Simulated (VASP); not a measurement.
# CdSe (F-43m) in VASP: a series of runs

CdSe is run at these levels: PBEsol; tasks: single point.

All numbers are computed with VASP 6.6.1; they aren't measurements. Logs are shortened: lines on timing, memory, paths and dates and some standing lists are left out, and cuts for length are marked.

### 1 The cell of the first run

It takes space group F-43m (No. 216, cubic). The conventional cell has a = 6.221 Å, b = 6.221 Å, c = 6.221 Å, α = 90.00°, β = 90.00°, γ = 90.00°. Within 3.6 Å of Cd (site symmetry -43m) lie 4 Se at 2.69 Å. Within 3.6 Å of Se (site symmetry -43m) lie 4 Cd at 2.69 Å.

### 2 Single point, PBEsol

Input file INCAR:

```
SYSTEM = CdSe
PREC = Accurate
ENCUT = 520
EDIFF = 1E-6
ISMEAR = 0
SIGMA = 0.01
LREAL = .FALSE.
LASPH = .TRUE.
NELM = 100
ALGO = Normal
ISIF = 2
LWAVE = .FALSE.
LCHARG = .FALSE.
GGA = PS
NBANDS = 16
```

Input file KPOINTS:

```
Automatic mesh
0
G
  6 6 6
  0 0 0
```

Input file POSCAR:

```
CdSe
1.0
    0.0000000000      3.1106741386      3.1106741386
    3.1106741386      0.0000000000      3.1106741386
    3.1106741386      3.1106741386      0.0000000000
Cd Se
1 1
Direct
    0.0000000000      0.0000000000      0.0000000000
    0.7500000000      0.7500000000      0.7500000000
```

Potentials or basis: VASP PAW PBE potentials, release 64 (Cd, Se).

Command:

```console
$ cat potpaw_PBE.64/Cd/POTCAR potpaw_PBE.64/Se/POTCAR > POTCAR
$ mpirun -np 1 vasp_std > vasp.out
```

OUTCAR:

```text
SYSTEM = CdSe
   PREC = Accurate
   ENCUT = 520
   EDIFF = 1E-6
   ISMEAR = 0
   LREAL = .FALSE.
   LASPH = .TRUE.
   NELM = 100
   ISIF = 2
   GGA = PS

 ion  position               nearest neighbor table
   1  0.000  0.000  0.000-   2 2.69   2 2.69   2 2.69   2 2.69
   2  0.750  0.750  0.750-   1 2.69   1 2.69   1 2.69   1 2.69

  LATTYP: Found a face centered cubic cell.
 ALAT       =     6.2213482772

  Lattice vectors:

 A1 = (   0.0000000000,   3.1106741386,   3.1106741386)
 A2 = (   3.1106741386,   0.0000000000,   3.1106741386)
 A3 = (   3.1106741386,   3.1106741386,   0.0000000000)

Analysis of symmetry for initial positions (statically):
=====================================================================
 Subroutine PRICEL returns:
 Original cell was already a primitive cell.

 Routine SETGRP: Setting up the symmetry group for a
 face centered cubic supercell.

 Subroutine GETGRP returns: Found 24 space group operations
 (whereof 24 operations were pure point group operations)
 out of a pool of 48 trial point group operations.

The static configuration has the point symmetry T_d .

Analysis of symmetry for dynamics (positions and initial velocities):
=====================================================================
 Subroutine PRICEL returns:
 Original cell was already a primitive cell.

 Routine SETGRP: Setting up the symmetry group for a
 face centered cubic supercell.

 Subroutine GETGRP returns: Found 24 space group operations
 (whereof 24 operations were pure point group operations)
 out of a pool of 48 trial point group operations.

The dynamic configuration has the point symmetry T_d .

 Subroutine INISYM returns: Found 24 space group operations
 (whereof 24 operations are pure point group operations),
 and found     1 'primitive' translations

----------------------------------------------------------------------------------------

                                     Primitive cell

  volume of cell :      60.1996

  direct lattice vectors                    reciprocal lattice vectors
     0.000000000  3.110674139  3.110674139    -0.160736862  0.160736862  0.160736862
     3.110674139  0.000000000  3.110674139     0.160736862 -0.160736862  0.160736862
     3.110674139  3.110674139  0.000000000     0.160736862  0.160736862 -0.160736862

  length of vectors
     4.399157555  4.399157555  4.399157555     0.278404412  0.278404412  0.278404412

  position of ions in fractional coordinates (direct lattice)
     0.000000000  0.000000000  0.000000000
     0.750000000  0.750000000  0.750000000

  ion indices of the primitive-cell ions
   primitive index   ion index
                 1           1
                 2           2

----------------------------------------------------------------------------------------

 KPOINTS: Automatic mesh

Automatic generation of k-mesh.
 Grid dimensions read from file:
 generate k-points for:    6    6    6

 Generating k-lattice:

  Cartesian coordinates                     Fractional coordinates (reciprocal lattice)
    -0.026789477  0.026789477  0.026789477     0.166666667  0.000000000  0.000000000
     0.026789477 -0.026789477  0.026789477     0.000000000  0.166666667  0.000000000
     0.026789477  0.026789477 -0.026789477     0.000000000  0.000000000  0.166666667

  Length of vectors
     0.046400735  0.046400735  0.046400735

  Shift w.r.t. Gamma in fractional coordinates (k-lattice)
     0.000000000  0.000000000  0.000000000

 Subroutine IBZKPT returns following result:
 ===========================================

 Found     16 irreducible k-points:

 Following reciprocal coordinates:
            Coordinates               Weight
  0.000000  0.000000  0.000000      1.000000
  0.166667  0.000000  0.000000      8.000000
  0.333333  0.000000  0.000000      8.000000
  0.500000  0.000000  0.000000      4.000000
  0.166667  0.166667  0.000000      6.000000
  0.333333  0.166667  0.000000     24.000000
[... 8 lines left out ...]
 -0.333333  0.333333  0.166667     24.000000
 -0.333333  0.500000  0.166667     12.000000
   k-points           NKPTS =     16   k-points in BZ     NKDIM =     16   number of bands    NBANDS=     16
   number of dos      NEDOS =    301   number of ions     NIONS =      2
   total plane-waves  NPLWV =  46656
   dimension x,y,z NGX =    36 NGY =   36 NGZ =   36
   dimension x,y,z NGXF=    72 NGYF=   72 NGZF=   72
   ions per type =               1   1
   NGX,Y,Z   is equivalent  to a cutoff of  13.60, 13.60, 13.60 a.u.
   NGXF,Y,Z  is equivalent  to a cutoff of  27.21, 27.21, 27.21 a.u.
 SYSTEM =  CdSe
   PREC   = accura    normal or accurate (medium, high low for compatibility)
   ISTART =      0    job   : 0-new  1-cont  2-samecut
   ICHARG =      2    charge: 1-file 2-atom 10-const
   ISPIN  =      1    spin polarized calculation?
   LNONCOLLINEAR =      F non collinear calculations
   LSORBIT =      F    spin-orbit coupling
   LASPH  =      T    aspherical Exc in radial PAW
   ENCUT  =  520.0 eV  38.22 Ry    6.18 a.u.   8.18  8.18  8.18*2*pi/ulx,y,z
   NELM   =    100;   NELMIN=  2; NELMDL= -5     # of ELM steps
   EDIFF  = 0.1E-05   stopping-criterion for ELM
   LREAL  =      F    real-space projection
   EDIFFG = 0.1E-04   stopping-criterion for IOM
   NSW    =      0    number of steps for IOM
   IBRION =     -1    ionic relax: 0-MD 1-quasi-New 2-CG
   NFREE  =      0    steps in history (QN), initial steepest desc. (CG)
   ISIF   =      2    stress and relaxation
   ISYM   =      2    0-nonsym 1-usesym 2-fastsym
   POTIM  = 0.5000    time-step for ionic-motion
   TEBEG  =    0.0;   TEEND  =   0.0 temperature during run
   PSTRESS=    0.0 pullay stress
   NELECT =      18.0000    total number of electrons
   NUPDOWN=      -1.0000    fix difference up-down
   EMIN   =  10.00;   EMAX   =-10.00  energy-range for DOS
   EFERMI =   0.00;   METHOD = LEGACY
   ISMEAR =     0;   SIGMA  =   0.01  broadening in eV -4-tet -1-fermi 0-gaus
   EFERMI_NEDOS =   21; number of points for ismear=-14 and -15
   IALGO  =     38    algorithm
   IMIX   =      4    mixing-type and parameters
     AMIX     =   0.40;   BMIX     =  1.00
     AMIX_MAG =   1.60;   BMIX_MAG =  1.00
  volume/ion in A,a.u.               =      30.10       203.12
  Fermi-wavevector in a.u.,A,eV,Ry     =   1.094715  2.068712 16.305241  1.198401
  Thomas-Fermi vector in A             =   2.231025
   LORBIT       =      0    0 simple, 1 ext, 2 COOP (PROOUT), +10 PAW based schemes
   GGA     = PS    functional components
   LHFCALC =     F    Hartree Fock is set to
   AEXX    =    0.0000 exact exchange contribution
   IVDW    =     0    specifies the selected vdW correction
   LEPSILON=     F    determine dielectric tensor
   LRPA    =     F    only Hartree local field effects (RPA)
 non-spin polarized calculation
 Gauss-broadening in eV      SIGMA  =   0.01
  energy-cutoff  :      520.00
  volume of cell :       60.20
 maximum number of plane-waves:      1640
 NGX is ok and might be reduce to    36
   NGX = 17   NGY = 17   NGZ = 17

 number of electron      18.0000001 magnetization

 Free energy of the ion-electron system (eV)
  ---------------------------------------------------
  ext. energy  EPLUGINS =         0.00000000
  ---------------------------------------------------
  free energy    TOTEN  =        -6.14017499 eV

  energy without entropy =       -6.14017499  energy(sigma->0) =       -6.14017499

 E-fermi :   0.4170     XC(G=0):  -8.7916

 val. band max:        0.3012282375   @ k =   0.0000   0.0000   0.0000
 cond. band min:       0.6481998793   @ k =   0.0000   0.0000   0.0000
 fundamental gap:      0.3469716419
 Fermi energy:         0.4170219132

 k-point     1 :       0.0000    0.0000    0.0000
  band No.  band energies     occupation
      1     -11.9624      2.00000
      2      -7.4056      2.00000
      3      -7.4056      2.00000
      4      -7.4056      2.00000
      5      -7.0936      2.00000
      6      -7.0936      2.00000
[... 8 lines left out ...]
     15      11.2046      0.00000
     16      11.2046      0.00000

 k-point     2 :       0.1667    0.0000    0.0000
  band No.  band energies     occupation
      1     -11.8828      2.00000
      2      -7.3814      2.00000
      3      -7.3814      2.00000
      4      -7.3263      2.00000
      5      -7.0942      2.00000
      6      -7.0942      2.00000
[... 8 lines left out ...]
     15      10.2591      0.00000
     16      10.4687      0.00000

 k-point     3 :       0.3333    0.0000    0.0000
  band No.  band energies     occupation
      1     -11.7214      2.00000
      2      -7.3412      2.00000
      3      -7.3412      2.00000
      4      -7.0853      2.00000
      5      -7.0853      2.00000
      6      -7.0693      2.00000
[... 8 lines left out ...]
     15      10.6453      0.00000
     16      10.6453      0.00000

 k-point     4 :       0.5000    0.0000    0.0000
  band No.  band energies     occupation
      1     -11.6399      2.00000
      2      -7.3267      2.00000
      3      -7.3267      2.00000
      4      -7.0742      2.00000
      5      -7.0742      2.00000
      6      -6.8484      2.00000
[... 8 lines left out ...]
     15      12.1383      0.00000
     16      12.1383      0.00000
[... 172 lines left out ...]
 k-point    14 :       0.5000    0.3333    0.1667
  band No.  band energies     occupation
      1     -11.6169      2.00000
      2      -7.2836      2.00000
      3      -7.2751      2.00000
      4      -7.1471      2.00000
      5      -7.0713      2.00000
      6      -6.8878      2.00000
[... 8 lines left out ...]
     15      12.0287      0.00000
     16      13.0498      0.00000

 k-point    15 :      -0.3333    0.3333    0.1667
  band No.  band energies     occupation
      1     -11.5643      2.00000
      2      -7.2770      2.00000
      3      -7.2541      2.00000
      4      -7.1195      2.00000
      5      -7.0836      2.00000
      6      -6.7369      2.00000
[... 8 lines left out ...]
     15      11.8445      0.00000
     16      12.9568      0.00000

 k-point    16 :      -0.3333    0.5000    0.1667
  band No.  band energies     occupation
      1     -11.5387      2.00000
      2      -7.2448      2.00000
      3      -7.2347      2.00000
      4      -7.1457      2.00000
      5      -7.0699      2.00000
      6      -6.7164      2.00000
[... 8 lines left out ...]
     15      12.7507      0.00000
     16      12.9333      0.00000

------------------------ aborting loop because EDIFF is reached ----------------------------------------

  FORCE on cell =-STRESS in cart. coord.  units (eV):
  Direction    XX          YY          ZZ          XY          YZ          ZX
  --------------------------------------------------------------------------------------
  -------------------------------------------------------------------------------------
  Total       -1.0405232     -1.0405232     -1.0405232      0.0000000     -0.0000000     -0.0000000
  in kB      -27.6929225    -27.6929225    -27.6929225      0.0000000     -0.0000000     -0.0000000
  external PRESSURE =     -27.6929225 kB  Pullay stress =       0.0000000 kB

 VOLUME and BASIS-vectors are now :
 -----------------------------------------------------------------------------
  energy-cutoff  :      520.00
  volume of cell :       60.20
      direct lattice vectors                 reciprocal lattice vectors
     0.000000000  3.110674139  3.110674139    -0.160736862  0.160736862  0.160736862
     3.110674139  0.000000000  3.110674139     0.160736862 -0.160736862  0.160736862
     3.110674139  3.110674139  0.000000000     0.160736862  0.160736862 -0.160736862

 POSITION                                       TOTAL-FORCE (eV/Angst)
 -----------------------------------------------------------------------------------
      0.00000      0.00000      0.00000         0.000000      0.000000      0.000000
      4.66601      4.66601      4.66601        -0.000000     -0.000000     -0.000000
 -----------------------------------------------------------------------------------
    total drift:                                0.000000      0.000000      0.000000

  FREE ENERGIE OF THE ION-ELECTRON SYSTEM (eV)
  ---------------------------------------------------
  free  energy   TOTEN  =        -6.1401749924 eV

  energy  without entropy=       -6.1401749924  energy(sigma->0) =       -6.14017499
```

Wall time 39 s (1 thread of AMD EPYC 7R13 (Zen 3), shared host); peak memory 0.17 GiB.

What came out:

| Quantity | Value |
| --- | --- |
| Free energy | -6.1402 eV |
| Pressure | -2.8 GPa |
| Band gap on the k mesh | 0.35 eV, direct |

Caveat: the PAW data sets were made with another functional, which shifts forces and pressure a little.

(Continued in part 2 of 2.)
